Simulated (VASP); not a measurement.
Input of a VASP 6.6.1 run:

INCAR

```
ALGO = Normal ; EDIFF = 1E-7
EDIFFG = -0.005 ; ENCUT = 600
GGA = PE ; IBRION = 2
ISIF = 3 ; ISMEAR = -1
LASPH = True ; LCHARG = False
LREAL = False ; LWAVE = False
NELM = 80 ; NSW = 32
PREC = Accurate ; PSTRESS = 2200.0
SIGMA = 0.1
```

KPOINTS

```
k-points
0
Gamma
  18 18 18
```

The input POSCAR:

```
Se
1.0
   -2.1661332507      2.1661332507      1.1414937623
    2.1661332507     -2.1661332507      1.1414937623
    2.1661332507      2.1661332507     -1.1414937623
Se
2
Direct
   -0.3750000000     -0.1250000000     -0.2500000000
    0.3750000000      0.1250000000      0.2500000000
```

Potentials or basis: VASP PAW PBE potentials, release 64 (Se).

Command:

```bash
$ cat potpaw_PBE.64/Se/POTCAR > POTCAR
$ mpirun -np 1 vasp_std > vasp.out
```

(1) What does it give for the band gap on the k mesh?

(2) Estimate the relaxed volume.

Results:

(1) zero (bands 6 and 7 overlap by 9.72 eV).

(2) 10.76 Å³/atom.

Caveat: the cell is relaxed towards a set pressure, so the run minimises the enthalpy, not the energy.
